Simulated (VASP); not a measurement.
Runs of VASP 6.6.1 on BAs. The structure is that of space group Pm-3m (No. 221), or close to it. The cells are those of the table. 

```tsv
task	level	cell	k mesh	cutoff (eV)	gap on the mesh (eV)	pressure (GPa)	relaxed volume (Å³/atom)
relaxation of cell and atoms	PBEsol	relaxed from a = 2.632 Å, 2 atoms	8 × 8 × 8	500	-	0.0	12.16
single point	r2SCAN+rVV10	a = 2.918 Å, 2 atoms	8 × 8 × 8	550	none	(b)	-
single point	r2SCAN+rVV10	a = 2.918 Å, 2 atoms	10 × 10 × 10	520	none	(a)	-
single point	PBEsol	a = 2.894 Å, 2 atoms	8 × 8 × 8	500	none	0.4	-
relaxation of cell and atoms	r2SCAN+rVV10	relaxed from a = 2.894 Å, 2 atoms	8 × 8 × 8	550	-	0.0	12.45
```

Alike in all rows: potentials or basis VASP PAW PBE potentials, release 64 (B, As); no spin polarisation; smearing fermi-dirac 0.03 eV.

Q: Fill in the values left out.

A: (a) 0.8; (b) 0.3.

Caveats: the PAW data sets were made with another functional, which shifts forces and pressure a little; the bands computed are all filled at some k points, so no gap is given (some runs); the volume moved by over 15 % at a fixed basis, so the end points are rough (some runs).

A k mesh can miss the band edges, and the runs leave out spin-orbit coupling on As.

A gap of «none» marks levels without a gap at the run's occupations.
